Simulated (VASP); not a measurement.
# InSb (I-4m2) in VASP: a series of runs

Runs on InSb. Level: r2SCAN. Tasks: single point.

Everything below comes from runs of VASP 6.6.1. Logs are shortened: lines on timing, memory, paths and dates and some standing lists are left out, and cuts for length are marked.

**1. The cell of the first run**

The structure is tetragonal, space group I-4m2 (No. 119). The conventional cell has a = 4.592 Å, b = 4.592 Å, c = 6.623 Å, α = 90.00°, β = 90.00°, γ = 90.00°. Within 3.7 Å of In (site symmetry -4m2) lie 4 Sb at 2.83 Å. Within 3.7 Å of Sb (site symmetry -4m2) lie 4 In at 2.83 Å.

**2. Single point, r2SCAN, non-collinear spin, zero start, spin-orbit coupling (epitaxial xy strain -1.0%)**

POSCAR reads:

```
InSb
1.0
    0.0000000000      3.2467178874      3.3113180160
    3.2467178874      0.0000000000      3.3113180160
    3.2467178874      3.2467178874      0.0000000000
In Sb
1 1
Direct
    0.0000000000      0.0000000000      0.0000000000
    0.2500000000      0.2500000000      0.2500000000
```

INCAR.step1 reads:

```
SYSTEM = InSb
PREC = Accurate ; ENCUT = 520
ISMEAR = -1 ; SIGMA = 0.02
LREAL = .False. ; LASPH = .True.
NELM = 150 ; MAGMOM = 0 0 0 0 0 0
LSORBIT = .True. ; GGA_COMPAT = .False.
NBANDS = 30 ; GGA = PE
ALGO = Normal ; EDIFF = 1E-4
LWAVE = .True. ; LCHARG = .False.
```

INCAR.step2 reads:

```
SYSTEM = InSb
PREC = Accurate ; ENCUT = 520
EDIFF = 1E-6 ; ISMEAR = -1
SIGMA = 0.02 ; LREAL = .False.
LASPH = .True. ; NELM = 150
ALGO = Normal ; ISIF = 2
LWAVE = .False. ; LCHARG = .False.
MAGMOM = 0 0 0 0 0 0 ; LORBIT = 11
LSORBIT = .True. ; GGA_COMPAT = .False.
LORBMOM = .True. ; METAGGA = R2SCAN
LMIXTAU = .True. ; NBANDS = 30
ISTART = 1
```

KPOINTS reads:

```
regular mesh
0
Gamma
  6 6 6
  0 0 0
```

Potentials or basis: VASP PAW PBE potentials, release 64 (In_d, Sb).

The run is started by

```console
cat potpaw_PBE.64/In_d/POTCAR potpaw_PBE.64/Sb/POTCAR > POTCAR
cp INCAR.step1 INCAR
mpirun -np 1 vasp_ncl > vasp.out
cp INCAR.step2 INCAR
mpirun -np 1 vasp_ncl > vasp.out
```

OUTCAR:

```text
SYSTEM = InSb
   PREC = Accurate
   ENCUT = 520
   EDIFF = 1E-6
   ISMEAR = -1
   LREAL = .False.
   LASPH = .True.
   NELM = 150
   ISIF = 2
   LORBIT = 11
   LSORBIT = .True.
   METAGGA = R2SCAN
   ISTART = 1

 ion  position               nearest neighbor table
   1  0.000  0.000  0.000-   2 2.83   2 2.83   2 2.83   2 2.83
   2  0.250  0.250  0.250-   1 2.83   1 2.83   1 2.83   1 2.83

  LATTYP: Found a body centered tetragonal cell.
 ALAT       =     4.5915524696
 C/A-ratio  =     1.4423522492

  Lattice vectors:

 A1 = (  -3.2467178874,   0.0000000000,   3.3113180160)
 A2 = (   3.2467178874,   0.0000000000,   3.3113180160)
 A3 = (   0.0000000000,   3.2467178874,  -3.3113180160)

Analysis of symmetry for initial positions (statically):
=====================================================================
 Subroutine PRICEL returns:
 Original cell was already a primitive cell.

 Routine SETGRP: Setting up the symmetry group for a
 body centered tetragonal supercell.

 Subroutine GETGRP returns: Found  8 space group operations
 (whereof  8 operations were pure point group operations)
 out of a pool of 16 trial point group operations.

The static configuration has the point symmetry D_2d.

Analysis of symmetry for dynamics (positions and initial velocities):
=====================================================================
 Subroutine PRICEL returns:
 Original cell was already a primitive cell.

 Routine SETGRP: Setting up the symmetry group for a
 body centered tetragonal supercell.

 Subroutine GETGRP returns: Found  8 space group operations
 (whereof  8 operations were pure point group operations)
 out of a pool of 16 trial point group operations.

The dynamic configuration has the point symmetry D_2d.

Analysis of structural, dynamic, and magnetic symmetry:
=====================================================================
 Subroutine PRICEL returns:
 Original cell was already a primitive cell.

 Routine SETGRP: Setting up the symmetry group for a
 body centered tetragonal supercell.

 Subroutine GETGRP returns: Found  8 space group operations
 (whereof  8 operations were pure point group operations)
 out of a pool of 16 trial point group operations.

The overall configuration has the point symmetry D_2d.

 Subroutine INISYM returns: Found  8 space group operations
 (whereof  8 operations are pure point group operations),
 and found     1 'primitive' translations

----------------------------------------------------------------------------------------

                                     Primitive cell

  volume of cell :      69.8104

  direct lattice vectors                    reciprocal lattice vectors
     0.000000000  3.246717887  3.311318016    -0.154001677  0.154001677  0.150997276
     3.246717887  0.000000000  3.311318016     0.154001677 -0.154001677  0.150997276
     3.246717887  3.246717887  0.000000000     0.154001677  0.154001677 -0.150997276

  length of vectors
     4.637456635  4.637456635  4.591552470     0.265015491  0.265015491  0.265015491

  position of ions in fractional coordinates (direct lattice)
     0.000000000  0.000000000  0.000000000
     0.250000000  0.250000000  0.250000000

  ion indices of the primitive-cell ions
   primitive index   ion index
                 1           1
                 2           2

----------------------------------------------------------------------------------------

 KPOINTS: regular mesh

Automatic generation of k-mesh.
 Grid dimensions read from file:
 generate k-points for:    6    6    6

 Generating k-lattice:

  Cartesian coordinates                     Fractional coordinates (reciprocal lattice)
    -0.025666946  0.025666946  0.025166213     0.166666667  0.000000000  0.000000000
     0.025666946 -0.025666946  0.025166213     0.000000000  0.166666667  0.000000000
     0.025666946  0.025666946 -0.025166213     0.000000000  0.000000000  0.166666667

[... 89 lines left out ...]
 maximum number of plane-waves:      3814
 NGX is ok and might be reduce to    36
   NGX = 17   NGY = 17   NGZ = 17

 number of electron      17.9999997 magnetization       0.0000000      0.0000000     -0.0000000

 number of electron      17.9999997 magnetization       0.0000000      0.0000000      0.0000000

 number of electron      17.9999997 magnetization      -0.0000000      0.0000000     -0.0000000

 Free energy of the ion-electron system (eV)
  ---------------------------------------------------
  ext. energy  EPLUGINS =         0.00000000
  ---------------------------------------------------
  free energy    TOTEN  =       -48.84153559 eV

  energy without entropy =      -48.84137004  energy(sigma->0) =      -48.84145282

 E-fermi :   4.8813     XC(G=0):  -9.1209

 val. band max:        4.8486397149   @ k =   0.0000   0.0000   0.0000
 cond. band min:       4.9139859932   @ k =   0.0000   0.0000   0.0000
 fundamental gap:      0.0653462783
 Fermi energy:         4.8813435497

 k-point     1 :       0.0000    0.0000    0.0000
  band No.  band energies     occupation
      1     -10.8713      1.00000
      2     -10.8713      1.00000
      3     -10.8683      1.00000
      4     -10.8683      1.00000
      5     -10.0573      1.00000
      6     -10.0573      1.00000
[... 781 lines left out ...]
     29      14.1024      0.00000
     30      14.1755      0.00000

 [... further k-points ...]
[... 5 lines left out ...]
  --------------------------------------------------------------------------------------
  -------------------------------------------------------------------------------------
  Total        0.3009308      0.3009308      0.0482674      0.0000000      0.0000000      0.0000000
  in kB        6.9064881      6.9064881      1.1077563      0.0000000      0.0000000      0.0000000
  external PRESSURE =       4.9735775 kB  Pullay stress =       0.0000000 kB

 VOLUME and BASIS-vectors are now :
 -----------------------------------------------------------------------------
  energy-cutoff  :      520.00
  volume of cell :       69.81
      direct lattice vectors                 reciprocal lattice vectors
     0.000000000  3.246717887  3.311318016    -0.154001677  0.154001677  0.150997276
     3.246717887  0.000000000  3.311318016     0.154001677 -0.154001677  0.150997276
     3.246717887  3.246717887  0.000000000     0.154001677  0.154001677 -0.150997276

 POSITION                                       TOTAL-FORCE (eV/Angst)
 -----------------------------------------------------------------------------------
      0.00000      0.00000      0.00000         0.000000      0.000000      0.000000
      1.62336      1.62336      1.65566        -0.000000     -0.000000      0.000000
 -----------------------------------------------------------------------------------
    total drift:                                0.000000      0.000000     -0.000000

  FREE ENERGIE OF THE ION-ELECTRON SYSTEM (eV)
  ---------------------------------------------------
  free  energy   TOTEN  =       -48.8415355918 eV

  energy  without entropy=      -48.8413700388  energy(sigma->0) =      -48.84145282

 orbital moment (x)

 # of ion     p       d       tot
 ----------------------------------------
  1        -0.000  -0.000  -0.000
  2         0.000   0.000   0.000
 ----------------------------------------
           -0.000  -0.000  -0.000

 orbital moment (y)

 # of ion     p       d       tot
 ----------------------------------------
  1        -0.000   0.000  -0.000
  2        -0.000  -0.000  -0.000
 ----------------------------------------
           -0.000   0.000  -0.000

 orbital moment (z)

 # of ion     p       d       tot
 ----------------------------------------
  1         0.000   0.000   0.000
  2         0.000   0.000   0.000
 ----------------------------------------
            0.000   0.000   0.000

 Spin-Orbit-Coupling matrix elements

 Ion:    1  E_soc:     -0.0708942
 l=   1
     0.0000000    -0.0055836    -0.0056845
    -0.0055836     0.0000000    -0.0055836
    -0.0056845    -0.0055836     0.0000000
 l=   2
     0.0000000    -0.0012369     0.0000000    -0.0012369    -0.0049703
    -0.0012369     0.0000000    -0.0037279    -0.0012127    -0.0012415
     0.0000000    -0.0037279     0.0000000    -0.0037279     0.0000000
    -0.0012369    -0.0012127    -0.0037279     0.0000000    -0.0012415
    -0.0049703    -0.0012415     0.0000000    -0.0012415     0.0000000
 l=   3
     0.0000000     0.0000000     0.0000000     0.0000000     0.0000000     0.0000000     0.0000000
     0.0000000     0.0000000     0.0000000     0.0000000     0.0000000     0.0000000     0.0000000
     0.0000000     0.0000000     0.0000000     0.0000000     0.0000000     0.0000000     0.0000000
     0.0000000     0.0000000     0.0000000     0.0000000     0.0000000     0.0000000     0.0000000
     0.0000000     0.0000000     0.0000000     0.0000000     0.0000000     0.0000000     0.0000000
     0.0000000     0.0000000     0.0000000     0.0000000     0.0000000     0.0000000     0.0000000
     0.0000000     0.0000000     0.0000000     0.0000000     0.0000000     0.0000000     0.0000000

 Ion:    2  E_soc:     -0.1221290
 l=   1
     0.0000000    -0.0200139    -0.0207778
    -0.0200139     0.0000000    -0.0200139
    -0.0207778    -0.0200139     0.0000000
 l=   2
     0.0000000    -0.0000346     0.0000000    -0.0000346    -0.0000520
    -0.0000346     0.0000000    -0.0000392    -0.0000340    -0.0000127
     0.0000000    -0.0000392     0.0000000    -0.0000392     0.0000000
    -0.0000346    -0.0000340    -0.0000392     0.0000000    -0.0000127
    -0.0000520    -0.0000127     0.0000000    -0.0000127     0.0000000
 l=   3
     0.0000000     0.0000000     0.0000000     0.0000000     0.0000000     0.0000000     0.0000000
     0.0000000     0.0000000     0.0000000     0.0000000     0.0000000     0.0000000     0.0000000
     0.0000000     0.0000000     0.0000000     0.0000000     0.0000000     0.0000000     0.0000000
     0.0000000     0.0000000     0.0000000     0.0000000     0.0000000     0.0000000     0.0000000
     0.0000000     0.0000000     0.0000000     0.0000000     0.0000000     0.0000000     0.0000000
     0.0000000     0.0000000     0.0000000     0.0000000     0.0000000     0.0000000     0.0000000
     0.0000000     0.0000000     0.0000000     0.0000000     0.0000000     0.0000000     0.0000000

 total charge

# of ion       s       p       d       tot
------------------------------------------
    1        0.859   0.728   9.863  11.450
    2        1.111   1.348   0.019   2.479
--------------------------------------------------
tot          1.970   2.076   9.883  13.929

 magnetization (x)

# of ion       s       p       d       tot
------------------------------------------
    1        0.000   0.000  -0.000   0.000
    2        0.000   0.000   0.000   0.000
--------------------------------------------------
tot          0.000   0.000  -0.000   0.000

 magnetization (y)

# of ion       s       p       d       tot
------------------------------------------
    1       -0.000   0.000   0.000  -0.000
    2        0.000   0.000   0.000   0.000
--------------------------------------------------
tot         -0.000   0.000   0.000  -0.000

 magnetization (z)

# of ion       s       p       d       tot
------------------------------------------
    1        0.000  -0.000  -0.000   0.000
    2        0.000   0.000   0.000   0.000
--------------------------------------------------
tot          0.000  -0.000  -0.000   0.000
```

Run time: 13 min. Hardware: 1 thread of Intel Xeon Platinum 8124M at 3.00GHz (Skylake/Cascade Lake), shared host; peak memory 0.53 GiB.

What came out:

```
Free energy                                           : -48.8415 eV
Pressure                                              : 0.5 GPa
Net moment                                            : 0.00 μB per cell
Valence electrons inside the program's atomic spheres : In 11.45; Sb 2.48
```

Stress tensor (GPa, compression positive):
```
0.69 0.00 0.00
0.00 0.69 0.00
0.00 0.00 0.11
```

Moments on the atoms (μB; x, y, z):
```
In  0.00 0.00 0.00
Sb  0.00 0.00 0.00
```

Caveat: the cell differs from its parent crystal (epitaxial xy strain -1.0%); the PAW data sets were made with another functional, which shifts forces and pressure a little.

**3. Single point, r2SCAN, non-collinear spin, zero start, spin-orbit coupling (epitaxial xy strain +1.0%)**

POSCAR reads:

```
InSb
1.0
    0.0000000000      3.3123081477      3.2433612246
    3.3123081477      0.0000000000      3.2433612246
    3.3123081477      3.3123081477      0.0000000000
In Sb
1 1
Direct
    0.0000000000      0.0000000000      0.0000000000
    0.2500000000      0.2500000000      0.2500000000
```

INCAR.step1 reads:

```
SYSTEM = InSb
PREC = Accurate ; ENCUT = 520
ISMEAR = -1 ; SIGMA = 0.02
LREAL = .FALSE. ; LASPH = .TRUE.
NELM = 150 ; LNONCOLLINEAR = .TRUE.
MAGMOM = 0 0 0 0 0 0 ; LSORBIT = .TRUE.
GGA_COMPAT = .FALSE. ; NBANDS = 30
GGA = PE ; ALGO = Normal
EDIFF = 1E-4 ; LWAVE = .TRUE.
LCHARG = .FALSE.
```

INCAR.step2 reads:

```
SYSTEM = InSb
PREC = Accurate ; ENCUT = 520
EDIFF = 1E-7 ; ISMEAR = -1
SIGMA = 0.02 ; LREAL = .FALSE.
LASPH = .TRUE. ; NELM = 150
ALGO = Normal ; ISIF = 2
LWAVE = .FALSE. ; LCHARG = .FALSE.
LNONCOLLINEAR = .TRUE. ; MAGMOM = 0 0 0 0 0 0
LORBIT = 11 ; LSORBIT = .TRUE.
GGA_COMPAT = .FALSE. ; LORBMOM = .TRUE.
METAGGA = R2SCAN ; LMIXTAU = .TRUE.
NBANDS = 30 ; ISTART = 1
```

KPOINTS reads:

```
Automatic mesh
0
G
  6 6 6
  0 0 0
```

Potentials or basis: VASP PAW PBE potentials, release 64 (In_d, Sb).

The run is started by

```console
cat potpaw_PBE.64/In_d/POTCAR potpaw_PBE.64/Sb/POTCAR > POTCAR
cp INCAR.step1 INCAR
mpirun -np 1 vasp_ncl > vasp.out
cp INCAR.step2 INCAR
mpirun -np 1 vasp_ncl > vasp.out
```

Wall time 15 min (1 thread of Intel Xeon Platinum 8124M at 3.00GHz (Skylake/Cascade Lake), shared host); peak memory 0.53 GiB.

It converged, with:

| Property | Result |
| --- | --- |
| Free energy | -48.8424 eV |
| Pressure | -0.3 GPa |
| Net moment | 0.00 μB per cell |
| Valence electrons inside the program's atomic spheres | In 11.43; Sb 2.47 |

Stress tensor (GPa, compression positive):
```
-0.52  0.00  0.00
 0.00 -0.52  0.00
 0.00  0.00  0.05
```

Moments on the atoms (μB; x, y, z):
```
In  0.00 0.00 0.00
Sb  0.00 0.00 0.00
```

Caveat: the cell differs from its parent crystal (epitaxial xy strain +1.0%); the PAW data sets were made with another functional, which shifts forces and pressure a little.
